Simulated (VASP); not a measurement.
Wanted: the native input for a VASP 6.6.1 run.

| Property | Result |
| --- | --- |
| Task | single point |
| Functional | HSE06 |
| Potentials or basis | VASP PAW PBE potentials, release 64 (Pd) |
| Cutoff | 520 eV |
| k mesh | 8 × 8 × 8 |
| Occupations | fermi-dirac, width 0.05 eV |
| Spin | no spin polarisation |
| Dipole correction | no |
| Grid for exact exchange (PRECFOCK) | Normal |
| Further INCAR settings | ALGO = Normal; EDIFF = 1e-07; NBANDS = 11 |
| Share of exact exchange | 0.25 |
| Screening parameter | 0.2079 1/Å |

Pd:

```
CELL_PARAMETERS angstrom
0.00000 1.94650 1.94650
1.94650 0.00000 1.94650
1.94650 1.94650 0.00000
ATOMIC_POSITIONS crystal
Pd 0.00000 0.00000 0.00000
```

The input as run:

POSCAR

```
Pd
1.0
    0.0000000000      1.9465000000      1.9465000000
    1.9465000000      0.0000000000      1.9465000000
    1.9465000000      1.9465000000      0.0000000000
Pd
1
Direct
    0.0000000000      0.0000000000      0.0000000000
```

INCAR.step1

```
PREC = Accurate
ENCUT = 520
EDIFF = 1E-5
ISMEAR = -1
SIGMA = 0.05
LREAL = False
LASPH = True
NELM = 60
ALGO = Normal
ISIF = 2
LWAVE = True
LCHARG = False
NBANDS = 11
GGA = PE
```

INCAR.step2

```
PREC = Accurate
ENCUT = 520
EDIFF = 1E-7
ISMEAR = -1
SIGMA = 0.05
LREAL = False
LASPH = True
NELM = 60
ALGO = Normal
ISIF = 2
LWAVE = False
LCHARG = False
GGA = PE
LHFCALC = True
HFSCREEN = 0.2079
PRECFOCK = Normal
NBANDS = 11
ISTART = 1
```

KPOINTS

```
regular mesh
0
Gamma
  8 8 8
```

Potentials or basis: VASP PAW PBE potentials, release 64 (Pd).

The run is started by

```sh
$ cat potpaw_PBE.64/Pd/POTCAR > POTCAR
$ cp INCAR.step1 INCAR
$ mpirun -np 1 vasp_std > vasp.out
$ cp INCAR.step2 INCAR
$ mpirun -np 1 vasp_std > vasp.out
```

Results of the run:

* Pressure: 3.0 GPa
* Band gap on the k mesh: zero (bands 5 and 6 overlap by 2.14 eV)

Caveat: the PAW data sets were made with another functional, which shifts forces and pressure a little.

Run time: 50 min on 1 thread of Intel Xeon 8259CL, with other jobs on the host, peak memory 0.24 GiB.
